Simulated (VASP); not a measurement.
## LiC18: single point with PBEsol

The system is LiC18, a slab with vacuum.

```
C Li
1.0
     7.39800    0.00000    0.00000
    -3.69900    6.40686    0.00000
     0.00000    0.00000   13.00000
C Li
18 1
Direct
  0.99619 0.99933 0.07917
  0.21800 0.10980 0.07764
  0.99632 0.33206 0.07876
  0.21814 0.44365 0.07833
  0.99667 0.66614 0.07931
  0.21862 0.77690 0.07917
  0.32910 0.99871 0.07763
  0.55111 0.10895 0.07613
  0.32824 0.33181 0.07611
  0.55055 0.44313 0.07207
  0.32944 0.66578 0.07844
  0.55135 0.77703 0.07875
  0.66294 0.99885 0.07834
  0.88508 0.11014 0.07846
  0.66243 0.33126 0.07215
  0.88536 0.44341 0.07757
  0.66271 0.66607 0.07756
  0.88544 0.77737 0.07932
  0.66336 0.44402 0.21661
```

```yaml
Program: VASP 6.6.1
Task: single point
Functional: PBEsol
Potentials_or_basis: VASP PAW PBE potentials, release 64 (C, Li_sv)
Cutoff: 520 eV
k_mesh: 2 × 2 × 1
Occupations: gaussian, width 0.02 eV
Spin: collinear spin, zero start
Starting_moments: "[0.0, 0.0, 0.0, 0.0, 0.0, 0.0, 0.0, 0.0, 0.0, 0.0, 0.0, 0.0, 0.0, 0.0, 0.0, 0.0, 0.0, 0.0, 0.0] μB"
```

The largest force is 0.357 eV/Å, the net moment is 0.00 μB per cell and the valence electrons inside the program's atomic spheres are C 2.65, 2.64, 2.66; Li 2.06.

Forces in eV/Å, atoms in the order of the input:
```
C   -0.008 -0.017  0.001
C   -0.015 -0.013 -0.011
C   -0.009 -0.008  0.001
C   -0.010 -0.015  0.002
C   -0.006 -0.018  0.011
C   -0.007 -0.017  0.005
C   -0.002 -0.012 -0.005
C   -0.008 -0.021 -0.003
C   -0.011 -0.018 -0.006
C   -0.016 -0.029 -0.005
C   -0.017 -0.017 -0.003
C   -0.004 -0.016  0.000
C   -0.008 -0.014 -0.005
C   -0.008 -0.023 -0.003
C   -0.009 -0.024 -0.030
C   -0.006 -0.014  0.017
C   -0.018 -0.021  0.007
C   -0.013 -0.013  0.008
Li   0.173  0.311  0.019
```

Levels at points of the mesh, in eV from the Fermi level:
Spin up:
| k point | band 33 | band 34 | band 35 | band 36 | band 37 | band 38 | band 39 | band 40 | band 41 | band 42 |
| --- | --- | --- | --- | --- | --- | --- | --- | --- | --- | --- |
| (0.00, 0.00, 0.00) | -4.72 | -3.08 | -3.07 | -0.34 | -0.32 | -0.20 | -0.19 | 1.20 | 3.25 | 3.57 |
| (0.50, 0.00, 0.00) | -3.10 | -3.02 | -2.85 | -2.84 | -2.53 | 1.27 | 1.54 | 2.07 | 2.25 | 2.33 |
| (0.00, 0.50, 0.00) | -3.10 | -3.02 | -2.85 | -2.84 | -2.53 | 1.27 | 1.54 | 2.07 | 2.25 | 2.33 |
| (0.50, 0.50, 0.00) | -3.10 | -3.01 | -2.89 | -2.82 | -2.54 | 1.28 | 1.62 | 2.06 | 2.12 | 2.33 |
Spin down:
| k point | band 35 | band 36 | band 37 | band 38 | band 39 | band 40 |
| --- | --- | --- | --- | --- | --- | --- |
| (0.00, 0.00, 0.00) | -3.07 | -0.34 | -0.32 | -0.20 | -0.19 | 1.20 |
| (0.50, 0.00, 0.00) | -2.85 | -2.84 | -2.53 | 1.27 | 1.54 | 2.07 |
| (0.00, 0.50, 0.00) | -2.85 | -2.84 | -2.53 | 1.27 | 1.54 | 2.07 |
| (0.50, 0.50, 0.00) | -2.89 | -2.82 | -2.54 | 1.28 | 1.62 | 2.06 |

Run time: 7.2 min on 1 thread of Intel(R) Xeon(R) 6975P-C (Granite Rapids), on a shared host, peak memory 0.9 GiB.

Caveat: the k points lie up to 0.49 Å⁻¹ apart; the PAW data sets were made with another functional, which shifts forces and pressure a little.
